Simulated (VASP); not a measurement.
# AlGa3N4 (R3m) in VASP: notebook

Runs on AlGa3N4. Level: LDA. Tasks: single point.

Everything below comes from runs of VASP 6.6.1. Logs are shortened: lines on timing, memory, paths and dates and some standing lists are left out, and cuts for length are marked.

### 1 The cell of the first run

It takes space group R3m (No. 160, trigonal). Conventional cell: a = 6.780 Å, b = 6.780 Å, c = 7.582 Å, α = 90.00°, β = 90.00°, γ = 120.00°. Within 2.5 Å of Al (site symmetry 3m) lie 4 N at 1.86 to 2.02 Å. Ga (site symmetry m) has 4 N at 1.91 to 2.07 Å within 2.5 Å. Within 2.5 Å of N (site symmetry m) lie 3 Ga at 1.91 to 2.07 Å and 1 Al at 2.02 Å. N (site symmetry 3m) has 1 Al at 1.86 Å and 3 Ga at 2.07 Å within 2.5 Å.

### 2 Single point, LDA (12.58 Å³/atom)

The input, INCAR:

```
SYSTEM = AlGa3N4
PREC = Accurate ; ENCUT = 520
EDIFF = 1E-7 ; ISMEAR = 0
SIGMA = 0.05 ; LREAL = .False.
LASPH = .True. ; NELM = 100
ALGO = Normal ; ISIF = 2
LWAVE = .False. ; LCHARG = .False.
NBANDS = 41
```

The input, KPOINTS:

```
Automatic mesh
0
Gamma
  6 6 6
  0 0 0
```

The input, POSCAR:

```
AlGa3N4
1.0
    4.6554624692     -0.1390405887     -0.1390405887
   -0.1390405887      4.6554624692     -0.1390405887
   -0.1390405887     -0.1390405887      4.6554624692
Al Ga N
1 3 4
Direct
    0.0000000000      0.0000000000      0.0000000000
    0.5000000000      0.5000000000      0.0000000000
    0.5000000000      0.0000000000      0.5000000000
    0.0000000000      0.5000000000      0.5000000000
    0.7548078379      0.7548078379      0.2451921621
    0.7548078379      0.2451921621      0.7548078379
    0.2451921621      0.7548078379      0.7548078379
    0.2451921621      0.2451921621      0.2451921621
```

Potentials or basis: VASP PAW LDA potentials, release 64 (Al, Ga_d, N).

On the command line:

```bash
> cat potpaw_LDA.64/Al/POTCAR potpaw_LDA.64/Ga_d/POTCAR potpaw_LDA.64/N/POTCAR > POTCAR
> mpirun -np 1 vasp_std > vasp.out
```

OUTCAR:

```text
SYSTEM = AlGa3N4
   PREC = Accurate
   ENCUT = 520
   EDIFF = 1E-7
   ISMEAR = 0
   LREAL = .False.
   LASPH = .True.
   NELM = 100
   ISIF = 2

 ion  position               nearest neighbor table
   1  0.000  0.000  0.000-   8 1.86   6 2.02   7 2.02   5 2.02
   2  0.500  0.500  0.000-   5 1.91   8 2.07   7 2.07   6 2.07
   3  0.500  0.000  0.500-   6 1.91   8 2.07   7 2.07   5 2.07
   4  0.000  0.500  0.500-   7 1.91   8 2.07   6 2.07   5 2.07
   5  0.755  0.755  0.245-   2 1.91   1 2.02   3 2.07   4 2.07
   6  0.755  0.245  0.755-   3 1.91   1 2.02   2 2.07   4 2.07
   7  0.245  0.755  0.755-   4 1.91   1 2.02   3 2.07   2 2.07
   8  0.245  0.245  0.245-   1 1.86   3 2.07   4 2.07   2 2.07

  LATTYP: Found a trigonal (rhomboedric) cell.
 ALAT       =     4.6596132214
 COS(alpha) =    -0.0587354675

  Lattice vectors:

 A1 = (   4.6554624692,  -0.1390405887,  -0.1390405887)
 A2 = (  -0.1390405887,   4.6554624692,  -0.1390405887)
 A3 = (  -0.1390405887,  -0.1390405887,   4.6554624692)

Analysis of symmetry for initial positions (statically):
=====================================================================
 Subroutine PRICEL returns:
 Original cell was already a primitive cell.

 Routine SETGRP: Setting up the symmetry group for a
 trigonal (rhombohedral) supercell.

 Subroutine GETGRP returns: Found  6 space group operations
 (whereof  6 operations were pure point group operations)
 out of a pool of 12 trial point group operations.

The static configuration has the point symmetry C_3v.

Analysis of symmetry for dynamics (positions and initial velocities):
=====================================================================
 Subroutine PRICEL returns:
 Original cell was already a primitive cell.

 Routine SETGRP: Setting up the symmetry group for a
 trigonal (rhombohedral) supercell.

 Subroutine GETGRP returns: Found  6 space group operations
 (whereof  6 operations were pure point group operations)
 out of a pool of 12 trial point group operations.

The dynamic configuration has the point symmetry C_3v.

 Subroutine INISYM returns: Found  6 space group operations
 (whereof  6 operations are pure point group operations),
 and found     1 'primitive' translations

----------------------------------------------------------------------------------------

                                     Primitive cell

  volume of cell :     100.6240

[... 106 lines left out ...]
   ISIF   =      2    stress and relaxation
   ISYM   =      2    0-nonsym 1-usesym 2-fastsym
   POTIM  = 0.5000    time-step for ionic-motion
   TEBEG  =    0.0;   TEEND  =   0.0 temperature during run
   PSTRESS=    0.0 pullay stress
   NELECT =      62.0000    total number of electrons
   NUPDOWN=      -1.0000    fix difference up-down
   EMIN   =  10.00;   EMAX   =-10.00  energy-range for DOS
   EFERMI =   0.00;   METHOD = LEGACY
   ISMEAR =     0;   SIGMA  =   0.05  broadening in eV -4-tet -1-fermi 0-gaus
   EFERMI_NEDOS =   21; number of points for ismear=-14 and -15
   IALGO  =     38    algorithm
   IMIX   =      4    mixing-type and parameters
     AMIX     =   0.40;   BMIX     =  1.00
     AMIX_MAG =   1.60;   BMIX_MAG =  1.00
  volume/ion in A,a.u.               =      12.58        84.88
  Fermi-wavevector in a.u.,A,eV,Ry     =   1.393065  2.632512 26.403894  1.940631
  Thomas-Fermi vector in A             =   2.516748
   LORBIT       =      0    0 simple, 1 ext, 2 COOP (PROOUT), +10 PAW based schemes
   GGA     = CA    functional components
   LHFCALC =     F    Hartree Fock is set to
   AEXX    =    0.0000 exact exchange contribution
   IVDW    =     0    specifies the selected vdW correction
   LEPSILON=     F    determine dielectric tensor
   LRPA    =     F    only Hartree local field effects (RPA)
 non-spin polarized calculation
 Gauss-broadening in eV      SIGMA  =   0.05
  energy-cutoff  :      520.00
  volume of cell :      100.62
 maximum number of plane-waves:      2739
 NGX is ok and might be reduce to    36
   NGX = 17   NGY = 17   NGZ = 17

 number of electron      62.0000004 magnetization

 Free energy of the ion-electron system (eV)
  ---------------------------------------------------
  ext. energy  EPLUGINS =         0.00000000
  ---------------------------------------------------
  free energy    TOTEN  =       -56.69004572 eV

  energy without entropy =      -56.69004572  energy(sigma->0) =      -56.69004572

 E-fermi :   4.3250     XC(G=0): -11.3323

 val. band max:        4.1233919731   @ k =   0.0000   0.0000   0.0000
 cond. band min:       5.3951067130   @ k =   0.0000   0.0000   0.0000
 fundamental gap:      1.2717147399
 Fermi energy:         4.3249973015

 k-point     1 :       0.0000    0.0000    0.0000
  band No.  band energies     occupation
      1     -10.7445      2.00000
      2     -10.1707      2.00000
      3     -10.1707      2.00000
      4     -10.0032      2.00000
      5      -9.3005      2.00000
      6      -9.3005      2.00000
[... 1045 lines left out ...]
     40      13.1672      0.00000
     41      13.5748      0.00000

 [... further k-points ...]

------------------------ aborting loop because EDIFF is reached ----------------------------------------

  FORCE on cell =-STRESS in cart. coord.  units (eV):
  Direction    XX          YY          ZZ          XY          YZ          ZX
  --------------------------------------------------------------------------------------
  -------------------------------------------------------------------------------------
  Total      -12.3344871    -12.3344871    -12.3344871      5.5701766      5.5701766      5.5701766
  in kB     -196.3948522   -196.3948522   -196.3948522     88.6906771     88.6906771     88.6906771
  external PRESSURE =    -196.3948522 kB  Pullay stress =       0.0000000 kB

 VOLUME and BASIS-vectors are now :
 -----------------------------------------------------------------------------
  energy-cutoff  :      520.00
  volume of cell :      100.62
      direct lattice vectors                 reciprocal lattice vectors
     4.655462469 -0.139040589 -0.139040589     0.215197155  0.006624965  0.006624965
    -0.139040589  4.655462469 -0.139040589     0.006624965  0.215197155  0.006624965
    -0.139040589 -0.139040589  4.655462469     0.006624965  0.006624965  0.215197155

 POSITION                                       TOTAL-FORCE (eV/Angst)
 -----------------------------------------------------------------------------------
      0.00000      0.00000      0.00000        -0.350770     -0.350770     -0.350770
      2.25821      2.25821     -0.13904        -0.357544     -0.357544     -0.289446
      2.25821     -0.13904      2.25821        -0.357544     -0.289446     -0.357544
     -0.13904      2.25821      2.25821        -0.289446     -0.357544     -0.357544
      3.37494      3.37494      0.93159         0.358790      0.358790      0.261897
      3.37494      0.93159      3.37494         0.358790      0.261897      0.358790
      0.93159      3.37494      3.37494         0.261897      0.358790      0.358790
      1.07330      1.07330      1.07330         0.375829      0.375829      0.375829
 -----------------------------------------------------------------------------------
    total drift:                               -0.000003     -0.000003     -0.000003

  FREE ENERGIE OF THE ION-ELECTRON SYSTEM (eV)
  ---------------------------------------------------
  free  energy   TOTEN  =       -56.6900457162 eV

  energy  without entropy=      -56.6900457161  energy(sigma->0) =      -56.69004572
```

It took 84 s on 1 thread of Intel Xeon 6975P-C (Granite Rapids), shared host; peak memory 0.24 GiB.

What came out:

```
Free energy            : -56.6900 eV
Pressure               : -19.6 GPa
Largest force          : 0.651 eV/Å
Band gap on the k mesh : 1.27 eV
```

Forces on the atoms (eV/Å):
```
Al  -0.351 -0.351 -0.351
Ga  -0.358 -0.358 -0.289
Ga  -0.358 -0.289 -0.358
Ga  -0.289 -0.358 -0.358
N    0.359  0.359  0.262
N    0.359  0.262  0.359
N    0.262  0.359  0.359
N    0.376  0.376  0.376
```

Stress tensor (GPa, compression positive):
```
-19.64   8.87   8.87
  8.87 -19.64   8.87
  8.87   8.87 -19.64
```

Caveat: the cell stands under tension.

### 3 Single point, LDA (12.58 Å³/atom)

The input, INCAR:

```
SYSTEM = AlGa3N4
  PREC = Accurate
  ENCUT = 520
  EDIFF = 1E-6
  ISMEAR = 0
  SIGMA = 0.05
  LREAL = .False.
  LASPH = .True.
  NELM = 100
  ALGO = Normal
  ISIF = 2
  LWAVE = .False.
  LCHARG = .True.
  LELF = .True.
  LVHAR = .True.
  NBANDS = 41
```

The input, KPOINTS:

```
regular mesh
0
Gamma
  6 6 6
  0 0 0
```

Edit POSCAR of step 2 so:

```diff
@@ -2,5 +2,5 @@
 1.0
-    4.6554624692     -0.1390405887     -0.1390405887
-   -0.1390405887      4.6554624692     -0.1390405887
-   -0.1390405887     -0.1390405887      4.6554624692
+    4.6680114532     -0.2741237669     -0.2741237669
+   -0.2741237669      4.6680114532     -0.2741237669
+   -0.2741237669     -0.2741237669      4.6680114532
 Al Ga N
```

Potentials or basis: VASP PAW LDA potentials, release 64 (Al, Ga_d, N).

On the command line:

```bash
> cat potpaw_LDA.64/Al/POTCAR potpaw_LDA.64/Ga_d/POTCAR potpaw_LDA.64/N/POTCAR > POTCAR
> mpirun -np 1 vasp_std > vasp.out
```

OUTCAR:

```text
SYSTEM = AlGa3N4
   PREC = Accurate
   ENCUT = 520
   EDIFF = 1E-6
   ISMEAR = 0
   LREAL = .False.
   LASPH = .True.
   NELM = 100
   ISIF = 2

 ion  position               nearest neighbor table
   1  0.000  0.000  0.000-   8 1.75   6 2.06   7 2.06   5 2.06   3 3.12   4 3.12   2 3.12   4 3.12
                             3 3.12   2 3.12
   2  0.500  0.500  0.000-   5 1.80   8 2.11   7 2.12   6 2.12   1 3.12   1 3.12
   3  0.500  0.000  0.500-   6 1.80   8 2.11   7 2.12   5 2.12   1 3.12   1 3.12
   4  0.000  0.500  0.500-   7 1.80   8 2.11   5 2.12   6 2.12   1 3.12   1 3.12
   5  0.755  0.755  0.245-   2 1.80   1 2.06   3 2.12   4 2.12
   6  0.755  0.245  0.755-   3 1.80   1 2.06   2 2.12   4 2.12
   7  0.245  0.755  0.755-   4 1.80   1 2.06   3 2.12   2 2.12
   8  0.245  0.245  0.245-   1 1.75   2 2.11   3 2.11   4 2.11
[... 1270 lines left out ...]
  external PRESSURE =    -136.6994924 kB  Pullay stress =       0.0000000 kB

 VOLUME and BASIS-vectors are now :
 -----------------------------------------------------------------------------
  energy-cutoff  :      520.00
  volume of cell :      100.62
      direct lattice vectors                 reciprocal lattice vectors
     4.668011453 -0.274123767 -0.274123767     0.215805246  0.013463555  0.013463555
    -0.274123767  4.668011453 -0.274123767     0.013463555  0.215805246  0.013463555
    -0.274123767 -0.274123767  4.668011453     0.013463555  0.013463555  0.215805246

 POSITION                                       TOTAL-FORCE (eV/Angst)
 -----------------------------------------------------------------------------------
      0.00000      0.00000      0.00000        -1.222669     -1.222669     -1.222669
      2.19694      2.19694     -0.27412        -1.242405     -1.242405     -1.049939
      2.19694     -0.27412      2.19694        -1.242405     -1.049939     -1.242405
     -0.27412      2.19694      2.19694        -1.049939     -1.242405     -1.242405
      3.24933      3.24933      0.73074         1.227627      1.227627      1.017740
      3.24933      0.73074      3.24933         1.227627      1.017740      1.227627
      0.73074      3.24933      3.24933         1.017740      1.227627      1.227627
      1.01013      1.01013      1.01013         1.284424      1.284424      1.284424
 -----------------------------------------------------------------------------------
    total drift:                                0.000326      0.000326      0.000326

  FREE ENERGIE OF THE ION-ELECTRON SYSTEM (eV)
  ---------------------------------------------------
  free  energy   TOTEN  =       -55.0891257463 eV

  energy  without entropy=      -55.0891257463  energy(sigma->0) =      -55.08912575
```

Run time: 70 s. Hardware: 1 thread of Intel Xeon 6975P-C (Granite Rapids), shared host; peak memory 0.24 GiB.

What came out:

| Quantity | Value |
| --- | --- |
| Free energy | -55.0891 eV |
| Pressure | -13.7 GPa |
| Largest force | 2.225 eV/Å |
| Band gap on the k mesh | 0.95 eV |

Forces in eV/Å, atoms in the order of the input:
```
Al  -1.223 -1.223 -1.223
Ga  -1.242 -1.242 -1.050
Ga  -1.242 -1.050 -1.242
Ga  -1.050 -1.242 -1.242
N    1.228  1.228  1.018
N    1.228  1.018  1.228
N    1.018  1.228  1.228
N    1.284  1.284  1.284
```

Stress tensor (GPa, compression positive):
```
-13.67  19.47  19.47
 19.47 -13.67  19.47
 19.47  19.47 -13.67
```

Levels at points of the mesh, in eV from the valence-band top:
```tsv
k point	band 29	band 30	band 31	band 32	band 33	band 34
(0.00, 0.00, 0.00)	-0.26	-0.26	0.00	0.95	2.70	2.70
(0.50, 0.00, 0.00)	-1.69	-0.98	-0.77	3.74	3.82	5.09
(0.50, 0.50, 0.00)	-1.13	-0.67	-0.47	4.65	4.85	5.27
(0.50, 0.50, 0.50)	-0.51	-0.51	-0.45	2.89	4.02	4.02
```

Caveat: the cell stands under tension; forces of over 1 eV/Å act on the atoms, so gaps and moduli don't describe the material at rest.
